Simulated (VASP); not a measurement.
# GaAs (zincblende type) (F-43m) in VASP: notebook, part 2 of 2

VASP 6.6.1. Earlier steps stand in the parts before.

### 3 Relaxation of cell and atoms, PBE

This run uses another cell than the first one, of 24.33 Å³/atom, 1.027 times its volume.

INCAR reads:

```
ALGO = Normal
EDIFF = 1E-7
EDIFFG = -0.005
ENCUT = 600
GGA = PE
IBRION = 2
ISIF = 3
ISMEAR = -1
LASPH = T
LCHARG = F
LREAL = F
LWAVE = F
NELM = 80
NSW = 60
PREC = Accurate
SIGMA = 0.02
```

KPOINTS reads:

```
k-points
0
Gamma
  10 10 10
```

POSCAR reads:

```
GaAs
1.0
    0.0000000000      2.8976292420      2.8976292420
    2.8976292420      0.0000000000      2.8976292420
    2.8976292420      2.8976292420      0.0000000000
Ga As
1 1
Direct
    0.0000000000      0.0000000000      0.0000000000
    0.2500000000      0.2500000000      0.2500000000
```

Potentials or basis: VASP PAW PBE potentials, release 64 (Ga_d, As).

The run is started by

```console
$ cat potpaw_PBE.64/Ga_d/POTCAR potpaw_PBE.64/As/POTCAR > POTCAR
$ mpirun -np 1 vasp_std > vasp.out
```

OUTCAR:

```text
EDIFF = 1E-7
   EDIFFG = -0.005
   ENCUT = 600
   GGA = PE
   IBRION = 2
   ISIF = 3
   ISMEAR = -1
   LASPH = T
   LREAL = F
   NELM = 80
   NSW = 60
   PREC = Accurate

 ion  position               nearest neighbor table
   1  0.000  0.000  0.000-   2 2.51   2 2.51   2 2.51   2 2.51
   2  0.250  0.250  0.250-   1 2.51   1 2.51   1 2.51   1 2.51

  LATTYP: Found a face centered cubic cell.
 ALAT       =     5.7952584840

  Lattice vectors:

 A1 = (   0.0000000000,   2.8976292420,   2.8976292420)
 A2 = (   2.8976292420,   0.0000000000,   2.8976292420)
 A3 = (   2.8976292420,   2.8976292420,   0.0000000000)

Analysis of symmetry for initial positions (statically):
=====================================================================
 Subroutine PRICEL returns:
 Original cell was already a primitive cell.

 Routine SETGRP: Setting up the symmetry group for a
 face centered cubic supercell.

 Subroutine GETGRP returns: Found 24 space group operations
 (whereof 24 operations were pure point group operations)
 out of a pool of 48 trial point group operations.

The static configuration has the point symmetry T_d .

Analysis of symmetry for dynamics (positions and initial velocities):
=====================================================================
 Subroutine PRICEL returns:
 Original cell was already a primitive cell.

 Routine SETGRP: Setting up the symmetry group for a
 face centered cubic supercell.

 Subroutine GETGRP returns: Found 24 space group operations
 (whereof 24 operations were pure point group operations)
 out of a pool of 48 trial point group operations.

The dynamic configuration has the point symmetry T_d .

 Subroutine INISYM returns: Found 24 space group operations
 (whereof 24 operations are pure point group operations),
 and found     1 'primitive' translations

----------------------------------------------------------------------------------------

                                     Primitive cell

  volume of cell :      48.6585
[... 133 lines left out ...]
  ---------------------------------------------------
  ext. energy  EPLUGINS =         0.00000000
  ---------------------------------------------------
  free energy    TOTEN  =        -8.27048430 eV

  energy without entropy =       -8.27039461  energy(sigma->0) =       -8.27043945

------------------------ aborting loop because EDIFF is reached ----------------------------------------

  FORCE on cell =-STRESS in cart. coord.  units (eV):
  Direction    XX          YY          ZZ          XY          YZ          ZX
  --------------------------------------------------------------------------------------
  -------------------------------------------------------------------------------------
  Total       -0.3991954     -0.3991954     -0.3991954      0.0000000      0.0000000      0.0000000
  in kB      -13.1443051    -13.1443051    -13.1443051      0.0000000      0.0000000      0.0000000
  external PRESSURE =     -13.1443051 kB  Pullay stress =       0.0000000 kB
[... 59 lines left out ...]
--------------------------------------- Ionic step        3  -------------------------------------------

 number of electron      18.0000002 magnetization

 Free energy of the ion-electron system (eV)
  ---------------------------------------------------
  ext. energy  EPLUGINS =         0.00000000
  ---------------------------------------------------
  free energy    TOTEN  =        -8.27529277 eV

  energy without entropy =       -8.27527661  energy(sigma->0) =       -8.27528469

 E-fermi :   3.5545     XC(G=0):  -9.3627

 val. band max:        3.4697946553   @ k =   0.0000   0.0000   0.0000
 cond. band min:       3.6166206904   @ k =   0.0000   0.0000   0.0000
 fundamental gap:      0.1468260350
 Fermi energy:         3.5545378901

 k-point     1 :       0.0000    0.0000    0.0000
  band No.  band energies     occupation
      1     -11.2544      2.00000
      2     -11.2544      2.00000
      3     -11.2544      2.00000
      4     -11.1869      2.00000
      5     -11.1869      2.00000
      6      -8.9048      2.00000
      7       3.4698      1.97152
      8       3.4698      1.97151
      9       3.4698      1.97151
     10       3.6166      0.08587
     11       7.1847      0.00000
     12       7.1847      0.00000
     13       7.1847      0.00000
[... 354 lines left out ...]
  band No.  band energies     occupation
      1     -11.3300      2.00000
      2     -11.2241      2.00000
      3     -11.2230      2.00000
      4     -11.2011      2.00000
      5     -11.1788      2.00000
      6      -7.3033      2.00000
      7      -2.0657      2.00000
      8       1.0541      2.00000
      9       1.3695      2.00000
     10       5.3538      0.00000
     11       6.2950      0.00000
     12      10.5418      0.00000
     13      11.1724      0.00000

 [... further k-points ...]

------------------------ aborting loop because EDIFF is reached ----------------------------------------

  FORCE on cell =-STRESS in cart. coord.  units (eV):
  Direction    XX          YY          ZZ          XY          YZ          ZX
  --------------------------------------------------------------------------------------
  -------------------------------------------------------------------------------------
  Total        0.0068949      0.0068949      0.0068949      0.0000000      0.0000000     -0.0000000
  in kB        0.2324713      0.2324713      0.2324713      0.0000000      0.0000000     -0.0000000
  external PRESSURE =       0.2324713 kB  Pullay stress =       0.0000000 kB
[... 17 lines left out ...]
  FREE ENERGIE OF THE ION-ELECTRON SYSTEM (eV)
  ---------------------------------------------------
  free  energy   TOTEN  =        -8.2752927651 eV

  energy  without entropy=       -8.2752766085  energy(sigma->0) =       -8.27528469

 reached required accuracy - stopping structural energy minimisation
```

OSZICAR:

```text
N       E                     dE             d eps       ncg     rms          rms(c)
DAV:   1     0.835851226770E+02    0.83585E+02   -0.97168E+03  1230   0.199E+03
DAV:   2    -0.164877784321E+01   -0.85234E+02   -0.82364E+02  1342   0.348E+02
DAV:   3    -0.828981762674E+01   -0.66410E+01   -0.65713E+01  1552   0.785E+01
[... 26 lines left out ...]
DAV:   3    -0.827538213043E+01    0.86778E-03   -0.11501E-03  1597   0.681E-01    0.369E-02
DAV:   4    -0.827530483743E+01    0.77293E-04   -0.10030E-04  1423   0.159E-01    0.130E-02
DAV:   5    -0.827529298428E+01    0.11853E-04   -0.74324E-06  1422   0.420E-02    0.305E-03
DAV:   6    -0.827529270708E+01    0.27720E-06   -0.72831E-07  1519   0.138E-02    0.162E-03
DAV:   7    -0.827529276506E+01   -0.57987E-07   -0.13999E-07   971   0.704E-03
   3 F= -.82752928E+01 E0= -.82752847E+01  d E =-.480847E-02
```

CONTCAR:

```text
GaAs
   1.00000000000000
    -0.0000000000000000    2.8748348517297311    2.8748348517297311
     2.8748348517297311    0.0000000000000000    2.8748348517297311
     2.8748348517297311    2.8748348517297311    0.0000000000000000
  Ga              As
     1     1
Direct
     0.0000000000000000    0.0000000000000000    0.0000000000000000
     0.2500000000000000    0.2500000000000000    0.2500000000000000

  0.00000000E+00  0.00000000E+00  0.00000000E+00
  0.00000000E+00  0.00000000E+00  0.00000000E+00
```

It took 40 s on 1 thread of Intel Xeon 6975P-C (Granite Rapids), shared host; peak memory 0.23 GiB.

What came out:

| Quantity | Value |
| --- | --- |
| Free energy | -8.2753 eV |
| Relaxed volume | 23.76 Å³/atom |
| Relaxed cell | a = 4.066 Å, b = 4.066 Å, c = 4.066 Å, α = 60.00°, β = 60.00°, γ = 60.00° |
| Space group after relaxing (to 0.05 Å) | F-43m (No. 216) |
| Energy gained by relaxing | 2.4 meV/atom |
| Ionic steps | 3 |
| Pressure after relaxing | 0.0 GPa |
| Band gap on the k mesh | 0.15 eV, direct |

Step by step:
| step | energy change (eV) | largest force (eV/Å) | pressure (GPa) | volume (Å³) |
| --- | --- | --- | --- | --- |
| 1 | 0.0000 | 0.0000 | -1.31 | 48.66 |
| 2 | -0.0045 | 0.0000 | 0.32 | 47.27 |
| 3 | -0.0048 | 0.0000 | 0.02 | 47.52 |

Final structure:
```
CELL_PARAMETERS angstrom
0.00000 2.87483 2.87483
2.87483 0.00000 2.87483
2.87483 2.87483 0.00000
ATOMIC_POSITIONS crystal
Ga 0.00000 0.00000 0.00000
As 0.25000 0.25000 0.25000
```

### 4 Single point, PBE

This run uses another cell than the first one: it holds 4 atoms, not 2.

INCAR reads:

```
  PREC = Accurate
  ENCUT = 520
  EDIFF = 1E-7
  ISMEAR = -1
  SIGMA = 0.02
  LREAL = F
  LASPH = T
  NELM = 80
  ALGO = Normal
  ISIF = 2
  LWAVE = F
  LCHARG = F
  GGA = PE
  NBANDS = 26
```

KPOINTS reads:

```
regular mesh
0
Gamma
  8 5 8
```

POSCAR reads:

```
GaAs
1.0
   -2.8723074153      2.8723074153      0.0000000000
    0.0000000000      0.0000000000      5.7446148306
    2.8723074153      2.8723074153      0.0000000000
Ga As
2 2
Direct
    0.0000000000      0.0000000000      0.0000000000
    0.5000000000      0.5000000000      0.5000000000
    0.0000000000      0.2500000000      0.5000000000
    0.5000000000      0.7500000000      0.0000000000
```

The run is started by

```console
$ cat potpaw_PBE.64/Ga_d/POTCAR potpaw_PBE.64/As/POTCAR > POTCAR
$ mpirun -np 1 vasp_std > vasp.out
```

Run time: 42 s. Hardware: 1 thread of Intel Xeon 6975P-C (Granite Rapids), shared host; peak memory 0.25 GiB.

The run converged. Its results:

```
Free energy            : -16.5489 eV
Pressure               : 0.2 GPa
Band gap on the k mesh : 0.17 eV
```

Levels at points of the mesh, in eV from the valence-band top:
```
           k point  band 15  band 16  band 17  band 18  band 19  band 20  band 21  band 22
(0.00, 0.00, 0.00)    -2.51     0.00     0.00     0.00     0.17     1.55     1.67     3.72
(0.50, 0.00, 0.00)    -3.16    -3.16    -1.14    -1.14     2.62     2.62     5.48     5.48
(0.50, 0.00, 0.50)    -2.51    -2.51    -2.51    -2.51     1.55     1.55     1.67     1.67
```

### 5 Overview

```csv
task,cell,k mesh,cutoff (eV),gap on the mesh (eV),pressure (GPa)
single point,"a = 4.062 Å, angles 60.0°, 2 atoms",10 × 10 × 10,520,0.17,0.2
relaxation of cell and atoms,"relaxed from a = 4.098 Å, angles 60.0°, 2 atoms",10 × 10 × 10,600,0.15,0.0
single point,"a = 4.062, b = 5.745 Å, 4 atoms",8 × 5 × 8,520,0.17,0.2
```

Alike in all rows: level PBE; potentials or basis VASP PAW PBE potentials, release 64 (Ga_d, As); no spin polarisation; smearing fermi-dirac 0.02 eV.

Absolute energies hang on the potentials; compare differences alone.
